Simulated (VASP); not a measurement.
# Mg (R-3m) in VASP: relaxation of cell and atoms with PBEsol

Aim: the relaxation of cell and atoms of Mg with PBEsol.

All numbers are computed with VASP 6.6.1; they aren't measurements. Logs are shortened: lines on timing, memory, paths and dates and some standing lists are left out, and cuts for length are marked.

## Step 1: The cell of the first run

It takes space group R-3m (No. 166, trigonal). Conventional cell: a = 3.878 Å, b = 3.878 Å, c = 10.787 Å, α = 90.00°, β = 90.00°, γ = 120.00°. Within 3.4 Å of Mg (site symmetry 3m) lie 6 Mg at 2.60 to 3.20 Å.

## Step 2: Relaxation of cell and atoms, PBEsol

Input file INCAR:

```
  PREC = Accurate
  ENCUT = 840
  EDIFF = 1E-7
  ISMEAR = 0
  SIGMA = 0.1
  LREAL = False
  LASPH = True
  NELM = 120
  ALGO = Normal
  ISIF = 3
  LWAVE = False
  LCHARG = False
  GGA = PS
  IBRION = 2
  NSW = 90
  EDIFFG = -0.04
  GGA_COMPAT = False
  NELMIN = 4
```

Input file KPOINTS:

```
regular mesh
0
Gamma
  6 6 6
```

Input file POSCAR:

```
Mg
1.0
    1.9389347649      1.1194445085      3.5955220567
   -1.9389347649      1.1194445085      3.5955220567
    0.0000000000     -2.2388890169      3.5955220567
Mg
2
Direct
    0.2275400000      0.2275400000      0.2275400000
    0.7724600000      0.7724600000      0.7724600000
```

Potentials or basis: VASP PAW PBE potentials, release 64 (Mg_sv).

On the command line:

```console
cat potpaw_PBE.64/Mg_sv/POTCAR > POTCAR
mpirun -np 1 vasp_std > vasp.out
```

OUTCAR:

```text
PREC = Accurate
   ENCUT = 840
   EDIFF = 1E-7
   ISMEAR = 0
   LREAL = False
   LASPH = True
   NELM = 120
   ISIF = 3
   GGA = PS
   IBRION = 2
   NSW = 90
   EDIFFG = -0.04
   NELMIN = 4

 ion  position               nearest neighbor table
   1  0.228  0.228  0.228-
   2  0.772  0.772  0.772-

  LATTYP: Found a trigonal (rhomboedric) cell.
 ALAT       =     4.2356112771
 COS(alpha) =     0.5808936906

  Lattice vectors:

 A1 = (   1.9389347649,   1.1194445085,   3.5955220567)
 A2 = (  -1.9389347649,   1.1194445085,   3.5955220567)
 A3 = (   0.0000000000,  -2.2388890169,   3.5955220567)

Analysis of symmetry for initial positions (statically):
=====================================================================
 Subroutine PRICEL returns:
 Original cell was already a primitive cell.

 Routine SETGRP: Setting up the symmetry group for a
 trigonal (rhombohedral) supercell.

 Subroutine GETGRP returns: Found 12 space group operations
 (whereof 12 operations were pure point group operations)
 out of a pool of 12 trial point group operations.

The static configuration has the point symmetry D_3d.

Analysis of symmetry for dynamics (positions and initial velocities):
=====================================================================
 Subroutine PRICEL returns:
 Original cell was already a primitive cell.

 Routine SETGRP: Setting up the symmetry group for a
 trigonal (rhombohedral) supercell.

 Subroutine GETGRP returns: Found 12 space group operations
 (whereof 12 operations were pure point group operations)
 out of a pool of 12 trial point group operations.

The dynamic configuration has the point symmetry D_3d.

 Subroutine INISYM returns: Found 12 space group operations
 (whereof 12 operations are pure point group operations),
 and found     1 'primitive' translations

----------------------------------------------------------------------------------------

                                     Primitive cell

  volume of cell :      46.8251

  direct lattice vectors                    reciprocal lattice vectors
     1.938934765  1.119444508  3.595522057     0.257873555  0.148883366  0.092707909
    -1.938934765  1.119444508  3.595522057    -0.257873555  0.148883366  0.092707909
     0.000000000 -2.238889017  3.595522057     0.000000000 -0.297766732  0.092707909

  length of vectors
[... 116 lines left out ...]
  energy-cutoff  :      840.00
  volume of cell :       46.83
 maximum number of plane-waves:      2604
   NGX = 21   NGY = 21   NGZ = 21

--------------------------------------- Ionic step        1  -------------------------------------------

 number of electron      19.9999999 magnetization

 Free energy of the ion-electron system (eV)
  ---------------------------------------------------
  ext. energy  EPLUGINS =         0.00000000
  ---------------------------------------------------
  free energy    TOTEN  =        -2.15349243 eV

  energy without entropy =       -2.14471802  energy(sigma->0) =       -2.14910523

------------------------ aborting loop because EDIFF is reached ----------------------------------------

  FORCE on cell =-STRESS in cart. coord.  units (eV):
  Direction    XX          YY          ZZ          XY          YZ          ZX
  --------------------------------------------------------------------------------------
  -------------------------------------------------------------------------------------
  Total        1.7761240      1.7761240      2.3317243      0.0000000      0.0000000      0.0000000
  in kB       60.7721890     60.7721890     79.7827138      0.0000000      0.0000000      0.0000000
  external PRESSURE =      67.1090306 kB  Pullay stress =       0.0000000 kB
[... 89 lines left out ...]
  FREE ENERGIE OF THE ION-ELECTRON SYSTEM (eV)
  ---------------------------------------------------
  free  energy   TOTEN  =        -2.6172659611 eV

  energy  without entropy=       -2.6101942583  energy(sigma->0) =       -2.61373011

[... ionic steps 4 to 12 ...]

--------------------------------------- Ionic step       13  -------------------------------------------

 number of electron      20.0000007 magnetization

------------------------ aborting loop because EDIFF is reached ----------------------------------------
[... 67 lines left out ...]
--------------------------------------- Ionic step       15  -------------------------------------------

 number of electron      20.0000006 magnetization

 Free energy of the ion-electron system (eV)
  ---------------------------------------------------
  ext. energy  EPLUGINS =         0.00000000
  ---------------------------------------------------
  free energy    TOTEN  =        -3.31450895 eV

  energy without entropy =       -3.30720763  energy(sigma->0) =       -3.31085829

 E-fermi :   2.4163     XC(G=0):  -8.8564

 val. band max:        2.3828784258   @ k =  -0.3333   0.5000   0.1667
 cond. band min:       2.4234540091   @ k =  -0.3333   0.3333   0.0000
 fundamental gap:      0.0405755834
 Fermi energy:         2.4163468374

 k-point     1 :       0.0000    0.0000    0.0000
  band No.  band energies     occupation
      1     -73.1285      2.00000
      2     -73.1239      2.00000
      3     -40.1043      2.00000
      4     -40.0713      2.00000
      5     -40.0713      2.00000
      6     -40.0629      2.00000
      7     -40.0629      2.00000
      8     -40.0588      2.00000
      9      -4.5408      2.00000
     10       1.2668      2.00000
     11       2.0724      2.00000
     12      12.9800      0.00000
     13      12.9800      0.00000
     14      13.5833      0.00000
[... 377 lines left out ...]
      1     -73.1251      2.00000
      2     -73.1240      2.00000
      3     -40.0950      2.00000
      4     -40.0943      2.00000
      5     -40.0789      2.00000
      6     -40.0712      2.00000
      7     -40.0695      2.00000
      8     -40.0665      2.00000
      9       0.2635      2.00000
     10       0.9231      2.00000
     11       2.3829      1.36401
     12       4.9625      0.00000
     13       5.8796      0.00000
     14       9.6629      0.00000

 [... further k-points ...]

------------------------ aborting loop because EDIFF is reached ----------------------------------------

  FORCE on cell =-STRESS in cart. coord.  units (eV):
  Direction    XX          YY          ZZ          XY          YZ          ZX
  --------------------------------------------------------------------------------------
  -------------------------------------------------------------------------------------
  Total       -0.0172453     -0.0172453      0.0290945      0.0000000      0.0000000      0.0000000
  in kB       -0.6166451     -0.6166451      1.0403363      0.0000000      0.0000000      0.0000000
  external PRESSURE =      -0.0643180 kB  Pullay stress =       0.0000000 kB
[... 17 lines left out ...]
  FREE ENERGIE OF THE ION-ELECTRON SYSTEM (eV)
  ---------------------------------------------------
  free  energy   TOTEN  =        -3.3145089518 eV

  energy  without entropy=       -3.3072076302  energy(sigma->0) =       -3.31085829

 reached required accuracy - stopping structural energy minimisation
```

CONTCAR:

```text
Mg
   1.00000000000000
     1.6312366141468895    0.9417948983326028    4.8609664438433970
    -1.6312366141468895    0.9417948983326028    4.8609664438433970
    -0.0000000000000001   -1.8835897965515578    4.8609664438334610
  Mg
     2
Direct
     0.2499448160811295    0.2499448160811295    0.2499448160810829
     0.7500551839188706    0.7500551839188706    0.7500551839189172

  0.00000000E+00  0.00000000E+00  0.00000000E+00
  0.00000000E+00  0.00000000E+00  0.00000000E+00
```

It took 8.5 min on 1 thread of Intel Xeon Platinum 8259CL at 2.50GHz (Skylake/Cascade Lake), shared host; peak memory 0.25 GiB.

Results:

| Quantity | Value |
| --- | --- |
| Free energy | -3.3145 eV |
| Relaxed volume | 22.40 Å³/atom |
| Relaxed cell | a = 5.213 Å, b = 5.213 Å, c = 5.213 Å, α = 36.47°, β = 36.47°, γ = 36.47° |
| Space group after relaxing (to 0.1 Å) | R-3m (No. 166) |
| Energy gained by relaxing | 580.5 meV/atom |
| Ionic steps | 15 |
| Pressure after relaxing | 0.0 GPa |
| Largest force after relaxing | 0.007 eV/Å |
| Band gap on the k mesh | zero (bands 10 and 11 overlap by 1.33 eV) |

Forces on the atoms (eV/Å):
```
Mg   0.000  0.000  0.007
Mg   0.000  0.000 -0.007
```

Stress tensor (GPa, compression positive):
```
-0.06  0.00  0.00
 0.00 -0.06  0.00
 0.00  0.00  0.10
```

Step by step:
```
step  energy change (eV)  largest force (eV/Å)  pressure (GPa)  volume (Å³)
   1              0.0000                1.9432            6.71        46.83
   2             -0.4120                0.9256            0.08        53.79
   3             -0.4638                0.5684           -1.85        57.36
   4             -0.4652                0.5236           -2.08        57.91
   5             -0.5759                0.3686           -1.82        55.74
   6             -0.7634                0.5008            0.66        49.22
   7             -0.8959                0.6364            0.40        48.25
   8             -1.0096                0.9165           -0.47        43.62
   9             -1.0733                0.8043            0.16        45.74
  10             -1.1413                0.2082           -1.45        45.77
  11             -1.1413                0.2020           -1.45        45.77
  12             -1.1450                0.1664            2.05        43.05
  13             -1.1601                0.0372            0.35        44.32
  14             -1.1601                0.0333            0.39        44.29
  15             -1.1610                0.0066           -0.01        44.81
```

Final structure:
```yaml
crystal:
  lattice:
    - [1.63124, 0.94179, 4.86097]
    - [-1.63124, 0.94179, 4.86097]
    - [0.00000, -1.88359, 4.86097]
  atoms:
    - { symbol: Mg, position: [0.24994, 0.24994, 0.24994] }
    - { symbol: Mg, position: [0.75006, 0.75006, 0.75006] }
```

Caveat: a cell axis changed by over 15 % at a fixed basis, so the end point is rough; the PAW data sets were made with another functional, which shifts forces and pressure a little.

The gap in the log of VASP goes by the Fermi energy; the results here count the filled bands.